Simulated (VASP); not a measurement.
Ir: single point with PBEsol

The system is Ir, a slab with vacuum.

```
Ir
1.0
     2.70838    0.00000    0.00000
     0.00000    6.63415    0.00000
     0.00000    0.00000   24.38211
Ir
13
Direct
  0.50000 0.66667 0.30760
  0.00000 0.33333 0.33967
  0.50000 0.00000 0.37174
  0.00000 0.66667 0.40380
  0.50000 0.33333 0.43587
  0.00000 0.00000 0.46793
  0.50000 0.66667 0.50000
  0.00000 0.33333 0.53207
  0.50000 0.00000 0.56413
  0.00000 0.66667 0.59620
  0.50000 0.33333 0.62826
  0.00000 0.00000 0.66033
  0.50000 0.66667 0.69240
```

- Program: VASP 6.6.1
- Task: single point
- Functional: PBEsol
- Potentials or basis: VASP PAW PBE potentials, release 64 (Ir)
- Cutoff: 520 eV
- k mesh: 13 × 5 × 1
- Occupations: gaussian, width 0.1 eV
- Spin: no spin polarisation

```yaml
Largest_force: 1.528 eV/Å
Band_gap_on_the_k_mesh: zero (an odd number of electrons rules out a gap without spin polarisation)
```

Forces in eV/Å, atoms in the order of the input:
```
Ir   0.000 -0.576  1.415
Ir   0.000  0.414  0.417
Ir   0.000  0.288 -0.588
Ir   0.000  0.226 -0.729
Ir   0.000 -0.304  0.001
Ir   0.000 -0.200  0.038
Ir   0.000  0.000  0.000
Ir   0.000  0.200 -0.038
Ir   0.000  0.304 -0.001
Ir   0.000 -0.226  0.729
Ir   0.000 -0.288  0.588
Ir   0.000 -0.414 -0.417
Ir   0.000  0.576 -1.415
```

Levels at points of the mesh, in eV from the Fermi level:
| k point | band 58 | band 59 | band 60 | band 61 | band 62 | band 63 |
| --- | --- | --- | --- | --- | --- | --- |
| (0.00, 0.00, 0.00) | -0.57 | -0.37 | -0.28 | -0.09 | 0.28 | 0.39 |

Run time: 51 min on 1 thread of Intel Xeon 8259CL, with other jobs on the host, peak memory 0.75 GiB.

Caveat: the PAW data sets were made with another functional, which shifts forces and pressure a little; spin-orbit coupling is left out, which moves the levels of the heavy elements.
